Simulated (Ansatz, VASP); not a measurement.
Two plane-wave programs on Sc3Mo

```
Sc Mo
1.0
     5.87652    0.00000    0.00000
    -2.93826    5.08922    0.00000
     0.00000    0.00000    2.72044
Sc Mo
3 1
Direct
  0.50000 0.00000 0.00000
  0.00000 0.50000 0.00000
  0.50000 0.50000 0.00000
  0.00000 0.00000 0.50000
```

Alike in both runs: functional PBE; k mesh 6 × 6 × 6; occupations gaussian, width 0.1 eV; no spin polarisation.

Ansatz relaxed the structure, and its values are those at the end. VASP's run is a single point on that final structure, the one shown.

|  | VASP | Ansatz |
| --- | --- | --- |
| version | VASP 6.6.1 | Ansatz 0.2.0 |
| potentials or method | VASP PAW PBE potentials, release 64 (Sc_sv, Mo_sv), cutoff 520 eV | scalar-relativistic, plane waves, PAW |
| valence electrons in the cell | 47 | 47 |

Ansatz gave:

- gap on the k mesh at the Fermi level (eV): none
- pressure (GPa): -0.1

Task: Estimate VASP's values.

Result: gap on the k mesh at the Fermi level (eV): none; pressure (GPa): 0.0.

A gap of «none» marks a metal or a gap that the smearing closes.

The k mesh is coarse, so the values compare programs but aren't converged.
